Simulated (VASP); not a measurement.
Wanted: the native input for a VASP 6.6.1 run.

```
Task                   : single point
Functional             : PBE
Dispersion             : D3(BJ)
Potentials or basis    : VASP PAW PBE potentials, release 64 (Cu)
Cutoff                 : 520 eV
k mesh                 : 13 × 13 × 13
Occupations            : fermi-dirac, width 0.05 eV
Spin                   : no spin polarisation
Dipole correction      : no
Further INCAR settings : ALGO = Fast; EDIFF = 1e-06; NBANDS = 12
```

The structure of Cu lies in POSCAR:

```
Cu
1.0
   -1.4447687279      1.4447687279      1.3777888186
    1.4447687279     -1.4447687279      1.3777888186
    1.4447687279      1.4447687279     -1.3777888186
Cu
1
Direct
    0.0000000000      0.0000000000      0.0000000000
```

One way to write it, as run:

INCAR

```
ALGO = Fast
EDIFF = 1E-6
ENCUT = 520
GGA = PE
ISIF = 2
ISMEAR = -1
IVDW = 12
LASPH = True
LCHARG = False
LREAL = False
LWAVE = False
NBANDS = 12
NELM = 100
PREC = Accurate
SIGMA = 0.05
```

KPOINTS

```
k-points
0
Gamma
  13 13 13
```

Potentials or basis: VASP PAW PBE potentials, release 64 (Cu).

Launch:

```console
$ cat potpaw_PBE.64/Cu/POTCAR > POTCAR
$ mpirun -np 1 vasp_std > vasp.out
```

Results of the run:

```
Pressure                   : -1.3 GPa
Dispersion energy per atom : -0.599 eV
```

Caveat: three body term missing; pairwise dispersion overbinds metals, which lowers pressure and volume.

Run time: 20 s on 1 thread of Intel Xeon 6455B, on a shared host, peak memory 0.15 GiB.
